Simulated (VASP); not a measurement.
# CuMo4 (Pm-3m) in VASP: further runs, part 2 of 2

VASP 6.6.1. The steps go on from the part before.

### 5 Relaxation of cell and atoms, PBE

The input, INCAR:

```
SYSTEM = CuMo4
PREC = Accurate
ENCUT = 600
EDIFF = 1E-6
ISMEAR = 0
SIGMA = 0.1
LREAL = .FALSE.
LASPH = .TRUE.
NELM = 100
ALGO = Normal
ISIF = 3
LWAVE = .FALSE.
LCHARG = .FALSE.
GGA = PE
IBRION = 2
NSW = 90
EDIFFG = -0.04
```

The input, KPOINTS:

```
Automatic mesh
0
G
  4 4 4
  0 0 0
```

The input, POSCAR:

```
CuMo4
1.0
    4.4592079900      0.0000000000      0.0000000000
    0.0000000000      4.4592079900      0.0000000000
    0.0000000000      0.0000000000      4.4592079900
Cu Mo
1 4
Direct
    0.0000000000      0.0000000000      0.0000000000
    0.5000000000      0.0000000000      0.0000000000
    0.0000000000      0.5000000000      0.0000000000
    0.0000000000      0.0000000000      0.5000000000
    0.5000000000      0.5000000000      0.5000000000
```

Potentials or basis: VASP PAW PBE potentials, release 64 (Cu, Mo_sv).

Run with:

```console
$ cat potpaw_PBE.64/Cu/POTCAR potpaw_PBE.64/Mo_sv/POTCAR > POTCAR
$ mpirun -np 1 vasp_std > vasp.out
```

OUTCAR:

```text
SYSTEM = CuMo4
   PREC = Accurate
   ENCUT = 600
   EDIFF = 1E-6
   ISMEAR = 0
   LREAL = .FALSE.
   LASPH = .TRUE.
   NELM = 100
   ISIF = 3
   GGA = PE
   IBRION = 2
   NSW = 90
   EDIFFG = -0.04

 ion  position               nearest neighbor table
   1  0.000  0.000  0.000-   2 2.23   3 2.23   4 2.23   4 2.23   3 2.23   2 2.23
   2  0.500  0.000  0.000-   1 2.23   1 2.23   4 3.15   5 3.15   4 3.15   5 3.15   3 3.15   5 3.15
                             5 3.15   3 3.15   3 3.15   4 3.15   4 3.15   3 3.15
   3  0.000  0.500  0.000-   1 2.23   1 2.23   4 3.15   5 3.15   4 3.15   5 3.15   2 3.15   2 3.15
                             4 3.15   4 3.15   2 3.15   5 3.15   5 3.15   2 3.15
   4  0.000  0.000  0.500-   1 2.23   1 2.23   3 3.15   5 3.15   2 3.15   2 3.15   3 3.15   3 3.15
                             5 3.15   3 3.15   2 3.15   5 3.15   2 3.15   5 3.15
   5  0.500  0.500  0.500-   2 3.15   3 3.15   4 3.15   2 3.15   3 3.15   2 3.15   4 3.15   2 3.15
                             3 3.15   4 3.15   3 3.15   4 3.15

  LATTYP: Found a simple cubic cell.
 ALAT       =     4.4592079900

  Lattice vectors:

 A1 = (   4.4592079900,   0.0000000000,   0.0000000000)
 A2 = (   0.0000000000,   4.4592079900,   0.0000000000)
 A3 = (   0.0000000000,   0.0000000000,   4.4592079900)

Analysis of symmetry for initial positions (statically):
=====================================================================
 Subroutine PRICEL returns:
 Original cell was already a primitive cell.

 Routine SETGRP: Setting up the symmetry group for a
 simple cubic supercell.

 Subroutine GETGRP returns: Found 48 space group operations
 (whereof 48 operations were pure point group operations)
 out of a pool of 48 trial point group operations.

The static configuration has the point symmetry O_h .

Analysis of symmetry for dynamics (positions and initial velocities):
=====================================================================
 Subroutine PRICEL returns:
 Original cell was already a primitive cell.

 Routine SETGRP: Setting up the symmetry group for a
 simple cubic supercell.

 Subroutine GETGRP returns: Found 48 space group operations
 (whereof 48 operations were pure point group operations)
 out of a pool of 48 trial point group operations.

The dynamic configuration has the point symmetry O_h .

 Subroutine INISYM returns: Found 48 space group operations
 (whereof 48 operations are pure point group operations),
 and found     1 'primitive' translations

----------------------------------------------------------------------------------------

                                     Primitive cell

  volume of cell :      88.6693

  direct lattice vectors                    reciprocal lattice vectors
     4.459207990  0.000000000  0.000000000     0.224255070  0.000000000  0.000000000
     0.000000000  4.459207990  0.000000000     0.000000000  0.224255070  0.000000000
     0.000000000  0.000000000  4.459207990     0.000000000  0.000000000  0.224255070

  length of vectors
[... 41 lines left out ...]
 Found     10 irreducible k-points:

 Following reciprocal coordinates:
            Coordinates               Weight
  0.000000  0.000000  0.000000      1.000000
  0.250000  0.000000  0.000000      6.000000
  0.500000  0.000000  0.000000      3.000000
  0.250000  0.250000  0.000000     12.000000
  0.500000  0.250000  0.000000     12.000000
  0.500000  0.500000  0.000000      3.000000
  0.250000  0.250000  0.250000      8.000000
  0.500000  0.250000  0.250000     12.000000
  0.500000  0.500000  0.250000      6.000000
  0.500000  0.500000  0.500000      1.000000
   k-points           NKPTS =     10   k-points in BZ     NKDIM =     10   number of bands    NBANDS=     40
   number of dos      NEDOS =    301   number of ions     NIONS =      5
   total plane-waves  NPLWV =  46656
   dimension x,y,z NGX =    36 NGY =   36 NGZ =   36
   dimension x,y,z NGXF=    72 NGYF=   72 NGZF=   72
   ions per type =               1   4
   NGX,Y,Z   is equivalent  to a cutoff of  13.42, 13.42, 13.42 a.u.
   NGXF,Y,Z  is equivalent  to a cutoff of  26.84, 26.84, 26.84 a.u.
 SYSTEM =  CuMo4
   PREC   = accura    normal or accurate (medium, high low for compatibility)
   ISTART =      0    job   : 0-new  1-cont  2-samecut
   ICHARG =      2    charge: 1-file 2-atom 10-const
   ISPIN  =      1    spin polarized calculation?
   LNONCOLLINEAR =      F non collinear calculations
   LSORBIT =      F    spin-orbit coupling
   LASPH  =      T    aspherical Exc in radial PAW
   ENCUT  =  600.0 eV  44.10 Ry    6.64 a.u.   8.91  8.91  8.91*2*pi/ulx,y,z
   NELM   =    100;   NELMIN=  2; NELMDL= -5     # of ELM steps
   EDIFF  = 0.1E-05   stopping-criterion for ELM
   LREAL  =      F    real-space projection
   EDIFFG = -.4E-01   stopping-criterion for IOM
   NSW    =     90    number of steps for IOM
   IBRION =      2    ionic relax: 0-MD 1-quasi-New 2-CG
   NFREE  =      1    steps in history (QN), initial steepest desc. (CG)
   ISIF   =      3    stress and relaxation
   ISYM   =      2    0-nonsym 1-usesym 2-fastsym
   POTIM  = 0.5000    time-step for ionic-motion
   TEBEG  =    0.0;   TEEND  =   0.0 temperature during run
   PSTRESS=    0.0 pullay stress
   NELECT =      67.0000    total number of electrons
   NUPDOWN=      -1.0000    fix difference up-down
   EMIN   =  10.00;   EMAX   =-10.00  energy-range for DOS
   EFERMI =   0.00;   METHOD = LEGACY
   ISMEAR =     0;   SIGMA  =   0.10  broadening in eV -4-tet -1-fermi 0-gaus
   EFERMI_NEDOS =   21; number of points for ismear=-14 and -15
   IALGO  =     38    algorithm
   IMIX   =      4    mixing-type and parameters
     AMIX     =   0.40;   BMIX     =  1.00
     AMIX_MAG =   1.60;   BMIX_MAG =  1.00
  volume/ion in A,a.u.               =      17.73       119.67
  Fermi-wavevector in a.u.,A,eV,Ry     =   1.491107  2.817783 30.251180  2.223399
  Thomas-Fermi vector in A             =   2.603804
   LORBIT       =      0    0 simple, 1 ext, 2 COOP (PROOUT), +10 PAW based schemes
   GGA     = PE    functional components
   LHFCALC =     F    Hartree Fock is set to
   AEXX    =    0.0000 exact exchange contribution
   IVDW    =     0    specifies the selected vdW correction
   LEPSILON=     F    determine dielectric tensor
   LRPA    =     F    only Hartree local field effects (RPA)
 conjugate gradient relaxation of ions
 non-spin polarized calculation
 Gauss-broadening in eV      SIGMA  =   0.10
  energy-cutoff  :      600.00
  volume of cell :       88.67
 maximum number of plane-waves:      3016
 NGX is ok and might be reduce to    36
   NGX = 17   NGY = 17   NGZ = 17

 number of electron      67.0000020 magnetization

 Free energy of the ion-electron system (eV)
  ---------------------------------------------------
  ext. energy  EPLUGINS =         0.00000000
  ---------------------------------------------------
  free energy    TOTEN  =       -38.89187109 eV

  energy without entropy =      -38.82205352  energy(sigma->0) =      -38.85696230

 E-fermi :   9.0209     XC(G=0): -12.2246

 val. band max:        9.0174262022   @ k =   0.2500   0.2500   0.0000
 cond. band min:       9.0415921632   @ k =   0.2500   0.0000   0.0000
 fundamental gap:      0.0241659610
 Fermi energy:         9.0209297857

 k-point     1 :       0.0000    0.0000    0.0000
  band No.  band energies     occupation
      1     -52.0045      2.00000
      2     -51.9038      2.00000
      3     -51.8567      2.00000
      4     -51.8567      2.00000
      5     -26.2392      2.00000
      6     -26.2392      2.00000
[... 419 lines left out ...]
     39      11.0359      0.00000
     40      11.0361      0.00000

------------------------ aborting loop because EDIFF is reached ----------------------------------------

  FORCE on cell =-STRESS in cart. coord.  units (eV):
  Direction    XX          YY          ZZ          XY          YZ          ZX
  --------------------------------------------------------------------------------------
  -------------------------------------------------------------------------------------
  Total        0.0685749      0.0685749      0.0685749     -0.0000000     -0.0000000      0.0000000
  in kB        1.2390893      1.2390893      1.2390893     -0.0000000     -0.0000000      0.0000000
  external PRESSURE =       1.2390893 kB  Pullay stress =       0.0000000 kB

 VOLUME and BASIS-vectors are now :
 -----------------------------------------------------------------------------
  energy-cutoff  :      600.00
  volume of cell :       88.67
      direct lattice vectors                 reciprocal lattice vectors
     4.459207990  0.000000000  0.000000000     0.224255070  0.000000000  0.000000000
     0.000000000  4.459207990  0.000000000     0.000000000  0.224255070  0.000000000
     0.000000000  0.000000000  4.459207990     0.000000000  0.000000000  0.224255070

 POSITION                                       TOTAL-FORCE (eV/Angst)
 -----------------------------------------------------------------------------------
      0.00000      0.00000      0.00000         0.000000      0.000000      0.000000
      2.22960      0.00000      0.00000         0.000000      0.000000      0.000000
      0.00000      2.22960      0.00000         0.000000      0.000000      0.000000
      0.00000      0.00000      2.22960         0.000000      0.000000      0.000000
      2.22960      2.22960      2.22960         0.000000      0.000000      0.000000
 -----------------------------------------------------------------------------------
    total drift:                                0.000000      0.000000     -0.000000

  FREE ENERGIE OF THE ION-ELECTRON SYSTEM (eV)
  ---------------------------------------------------
  free  energy   TOTEN  =       -38.8918710876 eV

  energy  without entropy=      -38.8220535162  energy(sigma->0) =      -38.85696230

 reached required accuracy - stopping structural energy minimisation
```

It took 28 s on 1 thread of Intel Xeon Platinum 8488C (Sapphire Rapids), shared host; peak memory 0.21 GiB.

Results:

```
Free energy             : -38.8919 eV
Pressure after relaxing : 0.1 GPa
```

Final structure:
```xyz
5
Lattice="4.4592 0.0000 0.0000 0.0000 4.4592 0.0000 0.0000 0.0000 4.4592" Properties=species:S:1:pos:R:3 pbc="T T T"
Cu    0.0000    0.0000    0.0000
Mo    2.2296    0.0000    0.0000
Mo    0.0000    2.2296    0.0000
Mo    0.0000    0.0000    2.2296
Mo    2.2296    2.2296    2.2296
```

Caveat: the relaxation stopped at its first step, so nothing moved.

### 6 The runs side by side

| task | cell | k mesh | cutoff (eV) | gap on the mesh (eV) | pressure (GPa) |
| --- | --- | --- | --- | --- | --- |
| single point | a = 4.458 Å, 5 atoms | 8 × 8 × 8 | 520 | none | 0.3 |
| relaxation of cell and atoms | relaxed from a = 4.459 Å, 5 atoms | 8 × 8 × 8 | 600 | none | 0.1 |
| single point | a = 4.459 Å, 5 atoms | 4 × 4 × 4 | 520 | none | 0.2 |
| relaxation of cell and atoms | relaxed from a = 4.459 Å, 5 atoms | 4 × 4 × 4 | 600 | none | 0.1 |

Alike in all rows: level PBE; potentials or basis VASP PAW PBE potentials, release 64 (Cu, Mo_sv); no spin polarisation; smearing gaussian 0.1 eV.

Caveats: the relaxation stopped at its first step, so nothing moved (some runs).

Total energies depend on the potentials used, so only differences within one code and one set of settings carry meaning.
